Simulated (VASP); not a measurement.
Input of a VASP 6.6.1 run:

Contents of INCAR:

```
SYSTEM = Os
  ALGO = Normal
  DIPOL = 0.5 0.5 0.499
  EDIFF = 1E-6
  ENCUT = 520
  IDIPOL = 3
  ISIF = 2
  ISMEAR = 0
  LASPH = .TRUE.
  LCHARG = .FALSE.
  LDIPOL = .TRUE.
  LREAL = .FALSE.
  LWAVE = .FALSE.
  NBANDS = 24
  NELM = 100
  PREC = Accurate
  SIGMA = 0.1
```

The input KPOINTS:

```
k-points
0
G
  12 12 1
  0 0 0
```

The input POSCAR:

```
Os
1.0
    2.7145740629      0.0000000000      0.0000000000
   -1.3572870314      2.3508900989      0.0000000000
    0.0000000000      0.0000000000     20.4398559595
Os
4
Direct
    0.6666666667      0.3333333333      0.3424681668
    0.3333333333      0.6666666667      0.4474893889
    0.6666666667      0.3333333333      0.5519241116
    0.3333333333      0.6666666667      0.6539257866
```

Potentials or basis: VASP PAW LDA potentials, release 64 (Os).

Launch:

```sh
$ cat potpaw_LDA.64/Os/POTCAR > POTCAR
$ mpirun -np 1 vasp_std > vasp.out
```

What does it give for the band gap on the k mesh?

Zero (bands 16 and 17 overlap by 2.83 eV).

Predict the largest force.

0.756 eV/Å.

Forces on the atoms (eV/Å):
```
Os   0.000  0.000  0.705
Os   0.000  0.000 -0.756
Os   0.000  0.000  0.019
Os   0.000  0.000  0.032
```

Caveat: spin-orbit coupling is left out, which moves the levels of the heavy elements.
